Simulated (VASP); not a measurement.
A run of VASP 6.6.1 is set up as follows.

INCAR

```
SYSTEM = Na3Li
  ALGO = Normal
  EDIFF = 1E-7
  ENCUT = 520
  GGA = PE
  ISIF = 2
  ISMEAR = 0
  LASPH = .TRUE.
  LCHARG = .TRUE.
  LELF = .TRUE.
  LREAL = .FALSE.
  LVHAR = .TRUE.
  LWAVE = .FALSE.
  NBANDS = 20
  NELM = 100
  PREC = Accurate
  SIGMA = 0.1
```

Contents of KPOINTS:

```
k-points
0
G
  8 8 8
  0 0 0
```

Contents of POSCAR:

```
Na3Li
1.0
    5.0797771505      0.0000000000      0.0000000000
    0.0000000000      5.0797771505      0.0000000000
    0.0000000000      0.0000000000      5.0797771505
Na Li
3 1
Direct
    0.0000000000      0.5000000000      0.5000000000
    0.5000000000      0.0000000000      0.5000000000
    0.5000000000      0.5000000000      0.0000000000
    0.0000000000      0.0000000000      0.0000000000
```

Potentials or basis: VASP PAW PBE potentials, release 64 (Na_pv, Li_sv).

The run is started by

```bash
$ cat potpaw_PBE.64/Na_pv/POTCAR potpaw_PBE.64/Li_sv/POTCAR > POTCAR
$ mpirun -np 1 vasp_std > vasp.out
```

Question: What does it give for the band gap on the k mesh?

Answer: Zero (band 12 reaches 2.06 eV, above the bottom of band 13 at -0.08 eV).
